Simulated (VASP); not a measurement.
Crystal: PtSeS4.

```xyz
6
Lattice="0.0000 4.0557 4.0557 4.0557 0.0000 4.0557 4.0557 4.0557 0.0000" Properties=species:S:1:pos:R:3 pbc="T T T"
Pt    0.0000    0.0000    0.0000
Se    6.0835    6.0835    6.0835
S     3.0364    5.0749    5.0749
S     3.0364    3.0364    3.0364
S     5.0749    3.0364    5.0749
S     5.0749    5.0749    3.0364
```

The cell was generated, and may not be a known phase.

* Program: VASP 6.6.1
* Task: relaxation of cell and atoms
* Functional: PBE
* Potentials or basis: VASP PAW PBE potentials, release 64 (Pt, Se, S)
* Cutoff: 600 eV
* k mesh: 4 × 4 × 4
* Occupations: gaussian, width 0.1 eV
* Spin: no spin polarisation

At the start: pressure -11.4 GPa; volume 22.24 Å³/atom.

**Question.** Where does the relaxation end?

**Answer.** Over 10 steps the energy falls by 284.2 meV/atom and the volume is 17.82 Å³/atom (-19.9 %); space group F-43m (No. 216, to 0.1 Å) before and after.

The path:
```tsv
step	energy change (eV)	largest force (eV/Å)	pressure (GPa)	volume (Å³)
1	0.0000	0.2894	-11.41	133.42
2	-1.4322	0.4550	-2.06	105.11
3	-1.4542	0.4647	0.03	102.19
4	-1.4538	0.4662	0.49	101.62
5	-1.5003	0.5228	0.74	101.42
6	-1.6286	0.3181	2.25	100.85
7	-1.2581	1.9384	10.14	99.70
8	-1.6436	0.1825	2.83	100.71
9	-1.6794	0.1212	1.75	102.54
10	-1.7054	0.0304	-0.21	106.90
```

Final structure:
```cif
data_structure
_symmetry_space_group_name_H-M 'P 1'
_symmetry_Int_Tables_number 1
_cell_length_a 5.3272
_cell_length_b 5.3272
_cell_length_c 5.3272
_cell_angle_alpha 60.000
_cell_angle_beta 60.000
_cell_angle_gamma 60.000
_cell_volume 106.90
loop_
_atom_site_label
_atom_site_type_symbol
_atom_site_fract_x
_atom_site_fract_y
_atom_site_fract_z
_atom_site_occupancy
Pt1 Pt 0.00000 0.00000 0.00000 1
Se1 Se 0.75000 0.75000 0.75000 1
S1 S 0.91915 0.36028 0.36028 1
S2 S 0.36028 0.36028 0.36028 1
S3 S 0.36028 0.91915 0.36028 1
S4 S 0.36028 0.36028 0.91915 1
```

Caveat: the volume moved by over 15 % at a fixed basis, so the end points are rough.
